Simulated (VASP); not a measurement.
# Ni2H (P3m1) in VASP: further runs

Ni2H is run at these levels: PBEsol; tasks: single point.

Everything below comes from runs of VASP 6.6.1. Logs are shortened: lines on timing, memory, paths and dates and some standing lists are left out, and cuts for length are marked.

## Step 1: The cell of the first run

The typed cell holds 3 atoms: a = 2.643 Å, b = 2.643 Å, c = 4.308 Å, α = 90.00°, β = 90.00°, γ = 120.00°.

## Step 2: Single point, PBEsol, collinear spin, ferromagnetic start

Input file INCAR:

```
SYSTEM = Ni2H
ALGO = Normal
EDIFF = 1E-6
ENCUT = 520
GGA = PS
ISIF = 2
ISMEAR = -1
ISPIN = 2
LASPH = .TRUE.
LCHARG = .TRUE.
LELF = .TRUE.
LMAXMIX = 4
LORBIT = 11
LREAL = .FALSE.
LVHAR = .TRUE.
LWAVE = .FALSE.
MAGMOM = 0.9 0.9 0
NBANDS = 22
NELM = 150
NUPDOWN = 1.8
PREC = Accurate
SIGMA = 0.05
```

Input file KPOINTS:

```
k-points
0
G
  12 12 6
  0 0 0
```

Input file POSCAR:

```
Ni2H
1.0
    2.6430021000      0.0000000000      0.0000000000
   -1.3215010500      2.2889069600      0.0000000000
    0.0000000000      0.0000000000      4.3080000000
Ni H
2 1
Direct
    0.3333333300      0.6666666700      0.2610000000
    0.6666666700      0.3333333300      0.7960000000
    0.0000000000      0.0000000000      0.0280000000
```

Potentials or basis: VASP PAW PBE potentials, release 64 (Ni, H).

Started as:

```bash
$ cat potpaw_PBE.64/Ni/POTCAR potpaw_PBE.64/H/POTCAR > POTCAR
$ mpirun -np 1 vasp_std > vasp.out
```

OUTCAR:

```text
SYSTEM = Ni2H
   EDIFF = 1E-6
   ENCUT = 520
   GGA = PS
   ISIF = 2
   ISMEAR = -1
   ISPIN = 2
   LASPH = .TRUE.
   LORBIT = 11
   LREAL = .FALSE.
   NELM = 150
   NUPDOWN = 1.8
   PREC = Accurate

 ion  position               nearest neighbor table
   1  0.333  0.667  0.261-   3 1.83   3 1.83   3 1.83   2 2.52   2 2.52   2 2.52   2 2.76   2 2.76
                             2 2.76
   2  0.667  0.333  0.796-   3 1.82   3 1.82   3 1.82   1 2.52   1 2.52   1 2.52   1 2.76   1 2.76
                             1 2.76
   3  0.000  0.000  0.028-   2 1.82   2 1.82   2 1.82   1 1.83   1 1.83   1 1.83

  LATTYP: Found a hexagonal cell.
 ALAT       =     2.6430021000
 C/A-ratio  =     1.6299646527

  Lattice vectors:

 A1 = (   2.6430021000,   0.0000000000,   0.0000000000)
 A2 = (  -1.3215010500,   2.2889069600,   0.0000000000)
 A3 = (   0.0000000000,   0.0000000000,   4.3080000000)

Analysis of symmetry for initial positions (statically):
=====================================================================
 Subroutine PRICEL returns:
 Original cell was already a primitive cell.

 Routine SETGRP: Setting up the symmetry group for a
 hexagonal supercell.

 Subroutine GETGRP returns: Found  6 space group operations
 (whereof  6 operations were pure point group operations)
 out of a pool of 24 trial point group operations.

The static configuration has the point symmetry C_3v.

Analysis of symmetry for dynamics (positions and initial velocities):
=====================================================================
 Subroutine PRICEL returns:
 Original cell was already a primitive cell.

 Routine SETGRP: Setting up the symmetry group for a
 hexagonal supercell.

 Subroutine GETGRP returns: Found  6 space group operations
 (whereof  6 operations were pure point group operations)
 out of a pool of 24 trial point group operations.

The dynamic configuration has the point symmetry C_3v.

Analysis of structural, dynamic, and magnetic symmetry:
=====================================================================
 Subroutine PRICEL returns:
 Original cell was already a primitive cell.

 Routine SETGRP: Setting up the symmetry group for a
 hexagonal supercell.

 Subroutine GETGRP returns: Found  6 space group operations
 (whereof  6 operations were pure point group operations)
 out of a pool of 24 trial point group operations.

The overall configuration has the point symmetry C_3v.

 Subroutine INISYM returns: Found  6 space group operations
 (whereof  6 operations are pure point group operations),
 and found     1 'primitive' translations

----------------------------------------------------------------------------------------

                                     Primitive cell

  volume of cell :      26.0616

  direct lattice vectors                    reciprocal lattice vectors
     2.643002100  0.000000000  0.000000000     0.378357626  0.218444877  0.000000000
    -1.321501050  2.288906960  0.000000000     0.000000000  0.436889755  0.000000000
     0.000000000  0.000000000  4.308000000     0.000000000  0.000000000  0.232126277

  length of vectors
     2.643002100  2.643002099  4.308000000     0.436889754  0.436889755  0.232126277

  position of ions in fractional coordinates (direct lattice)
     0.333333330  0.666666670  0.261000000
     0.666666670  0.333333330  0.796000000
     0.000000000  0.000000000  0.028000000

  ion indices of the primitive-cell ions
   primitive index   ion index
                 1           1
                 2           2
                 3           3

----------------------------------------------------------------------------------------

 KPOINTS: k-points

Automatic generation of k-mesh.
 Grid dimensions read from file:
 generate k-points for:   12   12    6

 Generating k-lattice:

  Cartesian coordinates                     Fractional coordinates (reciprocal lattice)
     0.031529802  0.018203740  0.000000000     0.083333333  0.000000000  0.000000000
     0.000000000  0.036407480  0.000000000     0.000000000  0.083333333  0.000000000
     0.000000000  0.000000000  0.038687713     0.000000000  0.000000000  0.166666667

  Length of vectors
     0.036407480  0.036407480  0.038687713

  Shift w.r.t. Gamma in fractional coordinates (k-lattice)
     0.000000000  0.000000000  0.000000000

 Subroutine IBZKPT returns following result:
 ===========================================

 Found    100 irreducible k-points:

 Following reciprocal coordinates:
            Coordinates               Weight
  0.000000  0.000000  0.000000      1.000000
  0.083333  0.000000  0.000000      6.000000
  0.166667 -0.000000  0.000000      6.000000
  0.250000 -0.000000  0.000000      6.000000
  0.333333 -0.000000  0.000000      6.000000
  0.416667 -0.000000  0.000000      6.000000
[... 16 lines left out ...]
  0.166667 -0.000000  0.166667      6.000000
  0.000000  0.166667  0.166667      6.000000
 [... further k-points ...]
   k-points           NKPTS =    100   k-points in BZ     NKDIM =    100   number of bands    NBANDS=     22
   number of dos      NEDOS =    301   number of ions     NIONS =      3
   total plane-waves  NPLWV =  12800
   dimension x,y,z NGX =    20 NGY =   20 NGZ =   32
   dimension x,y,z NGXF=    40 NGYF=   40 NGZF=   64
   ions per type =               2   1
   NGX,Y,Z   is equivalent  to a cutoff of  12.58, 12.58, 12.35 a.u.
   NGXF,Y,Z  is equivalent  to a cutoff of  25.16, 25.16, 24.70 a.u.
 SYSTEM =  Ni2H
   PREC   = accura    normal or accurate (medium, high low for compatibility)
   ISTART =      0    job   : 0-new  1-cont  2-samecut
   ICHARG =      2    charge: 1-file 2-atom 10-const
   ISPIN  =      2    spin polarized calculation?
   LNONCOLLINEAR =      F non collinear calculations
   LSORBIT =      F    spin-orbit coupling
   LASPH  =      T    aspherical Exc in radial PAW
   ENCUT  =  520.0 eV  38.22 Ry    6.18 a.u.   4.91  4.91  8.01*2*pi/ulx,y,z
   NELM   =    150;   NELMIN=  2; NELMDL= -5     # of ELM steps
   EDIFF  = 0.1E-05   stopping-criterion for ELM
   LREAL  =      F    real-space projection
   EDIFFG = 0.1E-04   stopping-criterion for IOM
   NSW    =      0    number of steps for IOM
   IBRION =     -1    ionic relax: 0-MD 1-quasi-New 2-CG
   NFREE  =      0    steps in history (QN), initial steepest desc. (CG)
   ISIF   =      2    stress and relaxation
   ISYM   =      2    0-nonsym 1-usesym 2-fastsym
   POTIM  = 0.5000    time-step for ionic-motion
   TEBEG  =    0.0;   TEEND  =   0.0 temperature during run
   PSTRESS=    0.0 pullay stress
   NELECT =      21.0000    total number of electrons
   NUPDOWN=       1.8000    fix difference up-down
   EMIN   =  10.00;   EMAX   =-10.00  energy-range for DOS
   EFERMI =   0.00;   METHOD = LEGACY
   ISMEAR =    -1;   SIGMA  =   0.05  broadening in eV -4-tet -1-fermi 0-gaus
   EFERMI_NEDOS =   21; number of points for ismear=-14 and -15
   IALGO  =     38    algorithm
   IMIX   =      4    mixing-type and parameters
     AMIX     =   0.40;   BMIX     =  1.00
     AMIX_MAG =   1.60;   BMIX_MAG =  1.00
  volume/ion in A,a.u.               =       8.69        58.62
  Fermi-wavevector in a.u.,A,eV,Ry     =   1.523401  2.878810 31.575716  2.320750
  Thomas-Fermi vector in A             =   2.631849
   LORBIT       =     11    0 simple, 1 ext, 2 COOP (PROOUT), +10 PAW based schemes
   GGA     = PS    functional components
   LHFCALC =     F    Hartree Fock is set to
   AEXX    =    0.0000 exact exchange contribution
   IVDW    =     0    specifies the selected vdW correction
   LEPSILON=     F    determine dielectric tensor
   LRPA    =     F    only Hartree local field effects (RPA)
 spin polarized calculation
  energy-cutoff  :      520.00
  volume of cell :       26.06
 maximum number of plane-waves:       732
   NGX =  9   NGY =  9   NGZ = 17

 number of electron      20.9999991 magnetization       1.7999999

 Free energy of the ion-electron system (eV)
  ---------------------------------------------------
  ext. energy  EPLUGINS =         0.00000000
  ---------------------------------------------------
  free energy    TOTEN  =       -15.09678747 eV

  energy without entropy =      -15.05269828  energy(sigma->0) =      -15.07474287

 E-fermi :   7.6251     XC(G=0): -12.7966

 val. band max:        8.7675953975   @ k =   0.5000  -0.0000   0.3333
 cond. band min:       7.6251777112   @ k =   0.1667  -0.0000   0.1667
 fundamental gap:     -1.1424176862
 Fermi energy:         8.7731502682

 spin component 1

 k-point     1 :       0.0000    0.0000    0.0000
  band No.  band energies     occupation
      1      -3.1619      1.00000
      2       3.1185      1.00000
      3       5.2473      1.00000
      4       5.2801      1.00000
      5       5.2801      1.00000
      6       5.4991      1.00000
[... 14 lines left out ...]
     21      32.0476      0.00000
     22      34.5408      0.00000
[... 552 lines left out ...]
  band No.  band energies     occupation
      1      -2.3362      1.00000
      2       3.3539      1.00000
      3       4.4428      1.00000
      4       5.0232      1.00000
      5       5.2763      1.00000
      6       5.5175      1.00000
[... 14 lines left out ...]
     21      30.5246      0.00000
     22      32.9734      0.00000

 [... further k-points ...]

 spin component 2

 k-point     1 :       0.0000    0.0000    0.0000
  band No.  band energies     occupation
      1      -3.0488      1.00000
      2       3.6467      1.00000
      3       5.5845      1.00000
      4       6.1047      1.00000
      5       6.1047      1.00000
      6       6.3026      1.00000
[... 14 lines left out ...]
     21      32.2086      0.00000
     22      34.6933      0.00000
[... 552 lines left out ...]
  band No.  band energies     occupation
      1      -2.2189      1.00000
      2       3.7640      1.00000
      3       5.0378      1.00000
      4       5.7932      1.00000
      5       6.1333      1.00000
      6       6.3958      1.00000
[... 14 lines left out ...]
     21      30.6908      0.00000
     22      33.1881      0.00000

 [... further k-points ...]
[... 5 lines left out ...]
  --------------------------------------------------------------------------------------
  -------------------------------------------------------------------------------------
  Total       -2.0946807     -2.0946807     -2.0873636      0.0000000      0.0000000      0.0000000
  in kB     -128.7736716   -128.7736715   -128.3238406      0.0000000      0.0000000      0.0000000
  external PRESSURE =    -128.6237279 kB  Pullay stress =       0.0000000 kB

 VOLUME and BASIS-vectors are now :
 -----------------------------------------------------------------------------
  energy-cutoff  :      520.00
  volume of cell :       26.06
      direct lattice vectors                 reciprocal lattice vectors
     2.643002100  0.000000000  0.000000000     0.378357626  0.218444877  0.000000000
    -1.321501050  2.288906960  0.000000000     0.000000000  0.436889755  0.000000000
     0.000000000  0.000000000  4.308000000     0.000000000  0.000000000  0.232126277

 POSITION                                       TOTAL-FORCE (eV/Angst)
 -----------------------------------------------------------------------------------
     -0.00000      1.52594      1.12439         0.000000      0.000000      1.180086
      1.32150      0.76297      3.42917         0.000000     -0.000000     -1.183467
      0.00000      0.00000      0.12062        -0.000000      0.000000      0.003381
 -----------------------------------------------------------------------------------
    total drift:                               -0.000000     -0.000000      0.000214

  FREE ENERGIE OF THE ION-ELECTRON SYSTEM (eV)
  ---------------------------------------------------
  free  energy   TOTEN  =       -15.0967874681 eV

  energy  without entropy=      -15.0526982816  energy(sigma->0) =      -15.07474287

 total charge

# of ion       s       p       d       tot
------------------------------------------
    1        0.427   0.477   8.321   9.225
    2        0.427   0.478   8.321   9.226
    3        0.502   0.039   0.000   0.541
--------------------------------------------------
tot          1.356   0.994  16.642  18.992

 magnetization (x)

# of ion       s       p       d       tot
------------------------------------------
    1        0.009   0.021   0.850   0.880
    2        0.009   0.021   0.849   0.878
    3        0.011  -0.000   0.000   0.010
--------------------------------------------------
tot          0.028   0.041   1.700   1.769
```

Run time: 3.4 min. Hardware: 1 thread of Oxide Virtual Turin-like, shared host; peak memory 0.17 GiB.

Results:

```
Free energy                                           : -15.0968 eV
Pressure                                              : -12.9 GPa
Largest force                                         : 1.183 eV/Å
Net moment                                            : 1.80 μB per cell
Site moments                                          : Ni +0.88; H +0.01 μB
Valence electrons inside the program's atomic spheres : Ni 9.22, 9.23; H 0.54
```

Forces in eV/Å, atoms in the order of the input:
```
Ni   0.000  0.000  1.180
Ni   0.000  0.000 -1.183
H    0.000  0.000  0.003
```

Caveat: the cell stands under tension; the PAW data sets were made with another functional, which shifts forces and pressure a little; the total moment is fixed, so each spin has its own Fermi level and the state may be an excited one.

## Step 3: Single point, PBEsol, collinear spin, ferromagnetic start

Input file INCAR:

```
PREC = Accurate ; ENCUT = 520
EDIFF = 1E-6 ; ISMEAR = -1
SIGMA = 0.05 ; LREAL = F
LASPH = T ; NELM = 150
ALGO = Normal ; ISIF = 2
LWAVE = F ; LCHARG = T
ISPIN = 2 ; MAGMOM = 1.2 1.2 0
LORBIT = 11 ; NUPDOWN = 2.4
LMAXMIX = 4 ; GGA = PS
LELF = T ; LVHAR = T
NBANDS = 22
```

Input file KPOINTS:

```
Automatic mesh
0
Gamma
  12 12 6
```

POSCAR is that of step 2.

Potentials or basis: VASP PAW PBE potentials, release 64 (Ni, H).

Started as:

```bash
$ cat potpaw_PBE.64/Ni/POTCAR potpaw_PBE.64/H/POTCAR > POTCAR
$ mpirun -np 1 vasp_std > vasp.out
```

Wall time 2.3 min (1 thread of Oxide Virtual Turin-like, shared host); peak memory 0.17 GiB.

It converged, with:

| Item | Value |
| --- | --- |
| Free energy | -14.5814 eV |
| Pressure | -9.3 GPa |
| Largest force | 1.280 eV/Å |
| Net moment | 2.40 μB per cell |
| Site moments | Ni +1.14; H +0.02 μB |
| Valence electrons inside the program's atomic spheres | Ni 9.21; H 0.55 |

Forces on the atoms (eV/Å):
```
Ni   0.000  0.000  1.277
Ni   0.000  0.000 -1.280
H    0.000  0.000  0.004
```

Stress tensor (GPa, compression positive):
```
 -8.69   0.00   0.00
  0.00  -8.69   0.00
  0.00   0.00 -10.58
```

Caveat: the cell stands under tension; the PAW data sets were made with another functional, which shifts forces and pressure a little; the total moment is fixed, so each spin has its own Fermi level and the state may be an excited one.

## Step 4: Single point, PBEsol, collinear spin

Input file INCAR:

```
PREC     = Accurate       # precision mode
ENCUT    = 520            # plane-wave cutoff, eV
EDIFF    = 1E-6           # SCF threshold, eV
ISMEAR   = -1             # smearing method
SIGMA    = 0.05           # smearing width, eV
LREAL    = F              # projectors in reciprocal space
LASPH    = T              # aspherical terms in the spheres
NELM     = 150            # most SCF steps
ALGO     = Normal         # electronic algorithm
ISIF     = 2              # what is computed and relaxed
LWAVE    = F              # write WAVECAR
LCHARG   = F              # write CHGCAR
ISPIN    = 2              # spin polarisation
MAGMOM   = 0.15 0.15 0    # initial moments
LORBIT   = 11             # projections on sites
NUPDOWN  = 0.3            # fixed moment
LMAXMIX  = 4              # l up to which the mixer works
GGA      = PS             # functional
NBANDS   = 22             # bands
```

Input file KPOINTS:

```
regular mesh
0
Gamma
  12 12 6
```

POSCAR is that of step 3.

Started as:

```bash
$ cat potpaw_PBE.64/Ni/POTCAR potpaw_PBE.64/H/POTCAR > POTCAR
$ mpirun -np 1 vasp_std > vasp.out
```

Run time: 2.6 min. Hardware: 1 thread of Oxide Virtual Turin-like, shared host; peak memory 0.17 GiB.

The run converged. Its results:

```yaml
Free_energy: -15.3980 eV
Pressure: -16.9 GPa
Largest_force: 1.068 eV/Å
Net_moment: 0.30 μB per cell
Site_moments: Ni +0.16, +0.15; H -0.00 μB
Valence_electrons_inside_the_program's_atomic_spheres: Ni 9.25; H 0.53
```

Forces on the atoms (eV/Å):
```
Ni   0.000  0.000  1.066
Ni   0.000  0.000 -1.068
H    0.000  0.000  0.003
```

Stress tensor (GPa, compression positive):
```
-17.40   0.00   0.00
  0.00 -17.40   0.00
  0.00   0.00 -15.96
```

Caveat: the cell stands under tension; the PAW data sets were made with another functional, which shifts forces and pressure a little; the total moment is fixed, so each spin has its own Fermi level and the state may be an excited one.

## Step 5: Overview

```csv
spin,fixed moment (μB),pressure (GPa),moment (μB),largest force (eV/Å)
"collinear, ferromagnetic start",1.8,-12.9,1.80,1.18
"collinear, ferromagnetic start",2.4,-9.3,2.40,1.28
collinear,0.3,-16.9,0.30,1.07
```

Alike in all rows: task single point; level PBEsol; potentials or basis VASP PAW PBE potentials, release 64 (Ni, H); cell as given; k mesh 12 × 12 × 6; cutoff (eV) 520; smearing fermi-dirac 0.05 eV.

Caveats: the cell stands under tension; the PAW data sets were made with another functional, which shifts forces and pressure a little; the total moment is fixed, so each spin has its own Fermi level and the state may be an excited one.

Absolute energies hang on the potentials; compare differences alone.
